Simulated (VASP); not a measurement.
Runs of VASP 6.6.1 on NaH. The structure is that of space group Immm (No. 71), or close to it. The cells are those of the table. 

| cell | gap on the mesh (eV) | pressure (GPa) |
| --- | --- | --- |
| a = 3.285, b = 3.285, c = 3.009 Å, angles 62.7, 62.7, 70.1°, 2 atoms | 3.70 | 2.3 |
| a = 3.293, b = 3.293, c = 2.881 Å, angles 64.1, 64.1, 72.6°, 2 atoms | 3.38 | 2.5 |
| a = 3.322, b = 3.322, c = 2.881 Å, angles 64.3, 64.3, 71.9°, 2 atoms | 3.32 | (a) |
| a = 3.278, b = 3.278, c = 3.136 Å, angles 61.4, 61.4, 67.5°, 2 atoms | (b) | 2.2 |

Alike in all rows: task single point; level r2SCAN; potentials or basis VASP PAW PBE potentials, release 64 (Na_pv, H); no spin polarisation; k mesh 8 × 8 × 8; cutoff (eV) 520; smearing fermi-dirac 0.2 eV.

Task: Estimate the missing entries.

Result: (a) 1.8; (b) 3.98.

Caveats: the PAW data sets were made with another functional, which shifts forces and pressure a little.

A k mesh can miss the band edges.
